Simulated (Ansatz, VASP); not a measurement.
# TiN: VASP beside Ansatz

```
Ti N
1.0
     0.00000    2.10194    2.10194
     2.10194    0.00000    2.10194
     2.10194    2.10194    0.00000
Ti N
1 1
Cartesian
  0.0000 0.0000 0.0000
  2.1019 2.1019 2.1019
```

Alike in both runs: functional PBEsol; k mesh 18 × 18 × 18; occupations gaussian, width 0.1 eV; no spin polarisation.

Ansatz relaxed the structure, and its values are those at the end. VASP's run is a single point on that final structure, the one shown.

```csv
,VASP,Ansatz
version,VASP 6.6.1,Ansatz 0.2.0
potentials or method,"VASP PAW PBE potentials, release 64 (Ti_sv, N), cutoff 600 eV","scalar-relativistic, plane waves, PAW"
valence electrons in the cell,17,17
```

```tsv
	VASP	Ansatz	Ansatz less VASP
gap on the k mesh at the Fermi level (eV)	none	none	-
pressure (GPa)	0.3	0.0	-0.36
```

VASP's potentials were made for PBE, not for PBEsol, and Ansatz warns of the same on its side. A gap of «none» marks a metal or a gap that the smearing closes.
